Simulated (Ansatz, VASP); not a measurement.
## CdS in VASP and in Ansatz

```
Cd S
1.0
     4.19890    0.00000    0.00000
    -2.09945    3.63635    0.00000
     0.00000    0.00000    6.83100
Cd S
2 2
Direct
  0.66667 0.33333 0.50185
  0.33333 0.66667 0.00185
  0.66667 0.33333 0.87846
  0.33333 0.66667 0.37846
```

Alike in both runs: functional PBE; k mesh 6 × 6 × 4; occupations gaussian, width 0.1 eV; no spin polarisation.

Ansatz relaxed the structure, and its values are those at the end. VASP's run is a single point on that final structure, the one shown.

|  | VASP | Ansatz |
| --- | --- | --- |
| version | VASP 6.6.1 | Ansatz 0.2.0 |
| potentials or method | VASP PAW PBE potentials, release 64 (Cd, S), cutoff 520 eV | scalar-relativistic, plane waves, PAW |
| valence electrons in the cell | 36 | 52 |

```tsv
	VASP	Ansatz	Ansatz less VASP
gap on the k mesh at the Fermi level (eV)	1.11	1.11	-0.001
least direct gap on the mesh (eV)	1.11	1.11	-0.001
pressure (GPa)	0.2	-0.1	-0.29
```

VASP's potentials hold 36 valence electrons a cell and Ansatz's 52, so a difference there can come from the potentials and not from the codes.
